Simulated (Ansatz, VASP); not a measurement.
# One calculation of C4F, two programs

```xyz
5
Lattice="3.7312 0.0000 0.0000 0.0000 3.7312 0.0000 0.0000 0.0000 3.7312" Properties=species:S:1:pos:R:3 pbc="T T T"
C     0.0000    0.0000    0.0000
C     1.8656    1.8656    0.0000
C     1.8656    0.0000    1.8656
C     0.0000    1.8656    1.8656
F     1.8656    1.8656    1.8656
```

Change from the starting cell: species swapped into the Ni4N type (Pm-3m, No. 221).

Alike in both runs: functional PBE; dispersion D3(BJ); k mesh 4 × 4 × 4; occupations gaussian, width 0.1 eV; no spin polarisation.

Ansatz relaxed the structure, and its values are those at the end. VASP's run is a single point on that final structure, the one shown.

|  | VASP | Ansatz |
| --- | --- | --- |
| version | VASP 6.6.1 | Ansatz 0.2.0 |
| potentials or method | VASP PAW PBE potentials, release 64 (C, F), cutoff 520 eV | scalar-relativistic, plane waves, PAW |
| valence electrons in the cell | 23 | 23 |

```csv
,VASP,Ansatz,Ansatz less VASP
gap on the k mesh at the Fermi level (eV),none,none,-
pressure (GPa),-0.1,0.0,+0.10
```

A gap of «none» marks a metal or a gap that the smearing closes. Ansatz's warnings: dispersion switch in reach, relaxed geometry near dispersion switch.

The k mesh is coarse, so the values compare programs but aren't converged.
